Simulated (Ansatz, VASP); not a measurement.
One calculation of Ag, two programs

```xyz
1
Lattice="0.0000 2.1453 1.9409 2.1453 0.0000 1.9409 2.1453 2.1453 0.0000" Properties=species:S:1:pos:R:3 pbc="T T T"
Ag    0.0000    0.0000    0.0000
```

Change from the starting cell: strain +0.050 along x and y, -0.050 along z, atoms carried along.

Alike in both runs: task single point; functional PBE; k mesh 20 × 20 × 20; occupations gaussian, width 0.15 eV; no spin polarisation.

```csv
,VASP,Ansatz
version,VASP 6.6.1,Ansatz 0.2.0
potentials or method,"VASP PAW PBE potentials, release 64 (Ag), cutoff 520 eV","scalar-relativistic, plane waves, PAW"
valence electrons in the cell,11,19
```

|  | VASP | Ansatz | Ansatz less VASP |
| --- | --- | --- | --- |
| gap on the k mesh at the Fermi level (eV) | none | none | - |
| pressure (GPa) | 0.0 | 0.1 | +0.12 |
| traceless stress, the component that is largest in VASP (GPa) | 1.47 | 1.48 | +0.013 |

A gap of «none» marks a metal or a gap that the smearing closes. VASP's potentials hold 11 valence electrons a cell and Ansatz's 19, so a difference there can come from the potentials and not from the codes.
